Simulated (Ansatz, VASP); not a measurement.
# Nb2Si2O: VASP beside Ansatz

The input INCAR:

```
PREC = Accurate ; ENCUT = 600
EDIFF = 1E-7 ; ISMEAR = 0
SIGMA = 0.1 ; LREAL = F
LASPH = T ; NELM = 60
ALGO = Normal ; ISIF = 3
LWAVE = F ; LCHARG = F
GGA = PE ; IBRION = 2
NSW = 90 ; EDIFFG = -0.04
```

The input KPOINTS:

```
Automatic mesh
0
Gamma
  4 4 6
```

POSCAR

```
Nb2Si2O
1.0
    2.9254980573     -3.2964418021      0.0000000000
    2.9254980573      3.2964418021      0.0000000000
    0.0000000000      0.0000000000      3.6480069587
Nb Si O
2 2 1
Direct
    0.0000000000      0.5000000000      0.0000000000
    0.5000000000      0.0000000000      0.0000000000
    0.0000000000      0.0000000000      0.5000000000
    0.5000000000      0.5000000000      0.5000000000
    0.5000000000      0.5000000000      0.0000000000
```

Input for Ansatz:

```yaml
crystal:
  lattice:
    - [2.9254980573, -3.2964418021, 0.0]
    - [2.9254980573, 3.2964418021, 0.0]
    - [0.0, 0.0, 3.6480069587]
  atoms:
    - { symbol: Nb, position: [0.0, 0.5, 0.0] }
    - { symbol: Nb, position: [0.5, 0.0, 0.0] }
    - { symbol: Si, position: [0.0, 0.0, 0.5] }
    - { symbol: Si, position: [0.5, 0.5, 0.5] }
    - { symbol: O, position: [0.5, 0.5, 0.0] }
basis:
  ecutwfc: 420
kpoints:
  mp_grid: { grid: [4, 4, 6] }
hamiltonian:
  xc: pbe
scf:
  occupations: { method: gaussian, width: 0.1 }
  lower_state_search: "off"
output:
  forces: true
  stress: true
  eigenvalues: true
relax:
  adjacent_minimum: "off"
  f_tol: 0.04
  max_steps: 70
  cell: { stress_tol: 0.4 }
```

Alike in both runs: task relaxation of cell and atoms; functional PBE; k mesh 4 × 4 × 6; occupations gaussian, width 0.1 eV; no spin polarisation.

|  | VASP | Ansatz |
| --- | --- | --- |
| version | VASP 6.6.1 | Ansatz 0.2.0 |
| potentials or method | VASP PAW PBE potentials, release 64 (Nb_sv, Si, O), cutoff 600 eV | scalar-relativistic, plane waves, PAW |
| valence electrons in the cell | 40 | 40 |

VASP gave:

* gap on the k mesh at the Fermi level, each at its own relaxed structure (eV): none
* relaxed volume (Å³/atom): 14.12
* relaxed cell length with the largest relative difference (Å): 3.672

Task: What did Ansatz give for the same quantities?

Result: gap on the k mesh at the Fermi level, each at its own relaxed structure (eV): none; relaxed volume (Å³/atom): 14.14; relaxed cell length with the largest relative difference (Å): 3.660.

A gap of «none» marks a metal or a gap that the smearing closes.
